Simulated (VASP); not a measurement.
A run of VASP 6.6.1 is set up as follows.

File POSCAR:

```
SiC
1.0
    0.0000000000      2.1790000000      2.1790000000
    2.1790000000      0.0000000000      2.1790000000
    2.1790000000      2.1790000000      0.0000000000
Si C
1 1
Direct
    0.0000000000      0.0000000000      0.0000000000
    0.2500000000      0.2500000000      0.2500000000
```

File INCAR.step1:

```
SYSTEM = SiC
PREC = Accurate
ENCUT = 520
EDIFF = 1E-5
ISMEAR = 0
SIGMA = 0.1
LREAL = .FALSE.
LASPH = .TRUE.
NELM = 100
ALGO = Normal
ISIF = 2
LWAVE = .TRUE.
LCHARG = .FALSE.
NBANDS = 11
GGA = PE
LUSENCCL = .FALSE.
```

Contents of INCAR.step2:

```
SYSTEM = SiC
PREC = Accurate
ENCUT = 520
EDIFF = 1E-6
ISMEAR = 0
SIGMA = 0.1
LREAL = .FALSE.
LASPH = .TRUE.
NELM = 100
ALGO = Normal
ISIF = 2
LWAVE = .FALSE.
LCHARG = .FALSE.
GGA = PE
LHFCALC = .TRUE.
HFSCREEN = 0.2079
PRECFOCK = Normal
NBANDS = 11
ISTART = 1
LUSENCCL = .FALSE.
```

Contents of KPOINTS:

```
regular mesh
0
G
  8 8 8
  0 0 0
```

Potentials or basis: VASP PAW PBE potentials, release 64 (Si, C).

Run with:

```bash
$ cat potpaw_PBE.64/Si/POTCAR potpaw_PBE.64/C/POTCAR > POTCAR
$ cp INCAR.step1 INCAR
$ mpirun -np 1 vasp_std > vasp.out
$ cp INCAR.step2 INCAR
$ mpirun -np 1 vasp_std > vasp.out
```

Problem. Predict the band gap on the k mesh.

Solution. 2.23 eV, indirect (least direct gap 5.73 eV).

Problem. Estimate the pressure.

Solution. -1.8 GPa.

Caveat: the PAW data sets were made with another functional, which shifts forces and pressure a little.

**Experimental background.**

“Insight into the structural, elastic and electronic properties of a new orthorhombic 6O-SiC polytype”, 2020, pmc:7200658 quotes, for a bulk crystal of SiC: band gap 2.4 eV (indirect).

Against the measured gap of SiC, 2.4 eV (indirect; quoted in “Insight into the structural, elastic and electronic properties of a new orthorhombic 6O-SiC polytype”, 2020, pmc:7200658), the calculated 2.23 eV is off by -0.17 eV. The value is that of HSE06 on a finite k mesh, which can miss the band edges, without temperature or zero-point motion.
